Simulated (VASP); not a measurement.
BeCr3:

```
CELL_PARAMETERS angstrom
3.51121 0.00000 0.00000
0.00000 3.51121 0.00000
0.00000 0.00000 3.51121
ATOMIC_POSITIONS crystal
Cr 0.50000 0.50000 0.00000
Cr 0.50000 0.00000 0.50000
Cr 0.00000 0.50000 0.50000
Be 0.00000 0.00000 0.00000
```

Base run:

* Program: VASP 6.6.1
* Functional: PBE
* Potentials or basis: VASP PAW PBE potentials, release 64 (Cr_pv, Be)
* Cutoff: 520 eV
* k mesh: 6 × 6 × 6
* Occupations: fermi-dirac, width 0.05 eV
* Spin: collinear spin, ferromagnetic start
* Starting moments: [3.73333, 3.73333, 3.73333, 0.0] μB
* Fixed moment: 11.2 μB

Its results: pressure 63.5 GPa; site moments Cr +3.46; Be -0.00 μB.

Problem. After a change of settings the same cell gave: pressure 42.6 GPa; site moments Cr +2.84; Be -0.08 μB. Which change was it?
A. fixed moment from 11.2 μB to 13.5 μB; moments at the start from [3.73, 3.73, 3.73, 0.0] to [4.5, 4.5, 4.5, 0.0]
B. fixed moment from 11.2 μB to 6.8 μB; moments at the start from [3.73, 3.73, 3.73, 0.0] to [2.27, 2.27, 2.27, 0.0]
C. fixed moment from 11.2 μB to 18 μB; moments at the start from [3.73, 3.73, 3.73, 0.0] to [6.0, 6.0, 6.0, 0.0]
D. fixed moment from 11.2 μB to 9 μB; moments at the start from [3.73, 3.73, 3.73, 0.0] to [3.0, 3.0, 3.0, 0.0]

Solution. D.

Caveats: the total moment is fixed, so each spin has its own Fermi level.
